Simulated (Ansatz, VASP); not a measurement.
## TiAl3 in VASP and in Ansatz

```
Ti Al
1.0
     3.78364    0.00000    0.00000
     0.00000    3.78364    0.00000
     0.00000    0.00000    3.78364
Ti Al
1 3
Direct
  0.00000 0.00000 0.00000
  0.50000 0.50000 0.00000
  0.50000 0.00000 0.50000
  0.00000 0.50000 0.50000
```

Alike in both runs: task single point; functional PBEsol; k mesh 10 × 10 × 10; occupations gaussian, width 0.1 eV; no spin polarisation.

|  | VASP | Ansatz |
| --- | --- | --- |
| version | VASP 6.6.1 | Ansatz 0.2.0 |
| potentials or method | VASP PAW PBE potentials, release 64 (Ti_sv, Al), cutoff 520 eV | scalar-relativistic, plane waves, PAW |
| valence electrons in the cell | 21 | 21 |

|  | VASP | Ansatz | Ansatz less VASP |
| --- | --- | --- | --- |
| gap on the k mesh at the Fermi level (eV) | none | none | - |
| pressure (GPa) | 18.6 | 18.5 | -0.10 |

VASP's potentials were made for PBE, not for PBEsol. A gap of «none» marks a metal or a gap that the smearing closes.
